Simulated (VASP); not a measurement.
Wanted: the native input for a VASP 6.6.1 run.

```
Task                   : single point
Functional             : PBE
Potentials or basis    : VASP PAW PBE potentials, release 64 (Sn_d, H)
Cutoff                 : 520 eV
k mesh                 : 6 × 6 × 6
Occupations            : gaussian, width 0.1 eV
Spin                   : no spin polarisation
Dipole correction      : no
Further INCAR settings : ALGO = Normal; EDIFF = 1e-07; NBANDS = 30
```

The structure of Sn3H2 lies in POSCAR:

```
Sn3H2
1.0
    1.7800406057      1.0277069228      8.2513911430
   -1.7800406057      1.0277069228      8.2513911430
    0.0000000000     -2.0554138457      8.2513911430
Sn H
3 2
Direct
    0.0000000000      0.0000000000      0.0000000000
    0.2095000000      0.2095000000      0.2095000000
    0.7905000000      0.7905000000      0.7905000000
    0.4000000000      0.4000000000      0.4000000000
    0.6000000000      0.6000000000      0.6000000000
```

One way to write it, as run:

INCAR

```
  PREC = Accurate
  ENCUT = 520
  EDIFF = 1E-7
  ISMEAR = 0
  SIGMA = 0.1
  LREAL = False
  LASPH = True
  NELM = 60
  ALGO = Normal
  ISIF = 2
  LWAVE = False
  LCHARG = False
  GGA = PE
  NBANDS = 30
```

KPOINTS

```
Automatic mesh
0
Gamma
  6 6 6
```

Potentials or basis: VASP PAW PBE potentials, release 64 (Sn_d, H).

Launch:

```sh
$ cat potpaw_PBE.64/Sn_d/POTCAR potpaw_PBE.64/H/POTCAR > POTCAR
$ mpirun -np 1 vasp_std > vasp.out
```

It gave:

```yaml
Pressure: 1.4 GPa
Largest_force: 1.687 eV/Å
Band_gap_on_the_k_mesh: zero (bands 22 and 23 overlap by 5.49 eV)
```

Caveat: spin-orbit coupling is left out, which moves the levels of the heavy elements; forces of over 1 eV/Å act on the atoms, so gaps and moduli don't describe the material at rest.

Run time: 6.3 min on 1 thread of AMD EPYC 9R45 (Zen 5), with other jobs on the host, peak memory 0.51 GiB.
